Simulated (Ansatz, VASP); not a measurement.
One calculation of P, two programs

```
P
1.0
     3.29619    0.00000    0.00000
     0.00000    4.43916    0.00000
     0.00000    0.00000   21.74620
P
8
Direct
  0.50000 0.91750 0.20693
  0.00000 0.58250 0.20693
  0.50000 0.08250 0.30456
  0.00000 0.41750 0.30456
  0.50000 0.33250 0.47517
  0.00000 0.66750 0.47517
  0.50000 0.16750 0.57280
  0.00000 0.83250 0.57280
```

Alike in both runs: task single point; functional PBE; dispersion D3(BJ); k mesh 8 × 6 × 1; occupations gaussian, width 0.05 eV; no spin polarisation.

```csv
,VASP,Ansatz
version,VASP 6.6.1,Ansatz 0.2.0
potentials or method,"VASP PAW PBE potentials, release 64 (P), cutoff 520 eV","scalar-relativistic, plane waves, PAW"
valence electrons in the cell,40,40
```

```tsv
	VASP	Ansatz	Ansatz less VASP
gap on the k mesh at the Fermi level (eV)	0.57	0.56	-0.012
least direct gap on the mesh (eV)	0.57	0.56	-0.012
rms of the force components (eV/Å)	0.038	0.046	+0.0077
```

Atom by atom the forces differ by 0.031 eV/Å (rms over components).
